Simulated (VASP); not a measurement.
**Cd2P2F: single point with r2SCAN**

The system is Cd2P2F.

```
Cd F P
1.0
     2.14264    3.55128   -0.01901
    -2.06668    3.50743    0.08094
    -0.16431    0.05877    6.47801
Cd F P
2 1 2
Direct
  0.33218 0.31730 0.63742
  0.66761 0.61194 0.35361
  0.99990 0.98413 0.99860
  0.32352 0.34761 0.25293
  0.68749 0.65882 0.77258
```

```
Program                : VASP 6.6.1
Task                   : single point
Functional             : r2SCAN
Potentials or basis    : VASP PAW PBE potentials, release 64 (Cd, F, P)
Cutoff                 : 520 eV
k mesh                 : 5 × 5 × 3, shifted
Occupations            : fermi-dirac, width 0.1 eV
Spin                   : no spin polarisation
Dipole correction      : no
Further INCAR settings : ALGO = Normal; EDIFF = 1e-07; NBANDS = 28
```

| Item | Value |
| --- | --- |
| Pressure | 6.6 GPa |
| Largest force | 2.624 eV/Å |
| Band gap on the k mesh | zero (an odd number of electrons rules out a gap without spin polarisation) |

Forces on the atoms (eV/Å):
```
Cd  -0.244 -0.017  1.420
Cd  -0.209  2.550 -0.175
F    0.037 -0.227 -0.041
P    0.029 -2.193 -1.440
P    0.386 -0.113  0.236
```

Stress tensor (GPa, compression positive):
```
 3.32  2.00 -1.03
 2.00 11.48  1.34
-1.03  1.34  4.93
```

Levels at points of the mesh, in eV from the Fermi level:
```csv
k point,band 17,band 18,band 19,band 20,band 21,band 22,band 23,band 24
"(0.50, 0.50, 0.50)",-2.61,-1.98,-1.84,-1.00,0.07,0.64,3.63,4.87
```

It took 5.2 min on 1 thread of Intel(R) Xeon(R) Platinum 8259CL CPU @ 2.50GHz (Skylake/Cascade Lake), with other jobs on the host, peak memory 0.27 GiB.

Caveat: the cell stands under pressure; the PAW data sets were made with another functional, which shifts forces and pressure a little; an odd number of electrons without spin polarisation forces a metal; a magnetic or distorted state may lie lower.
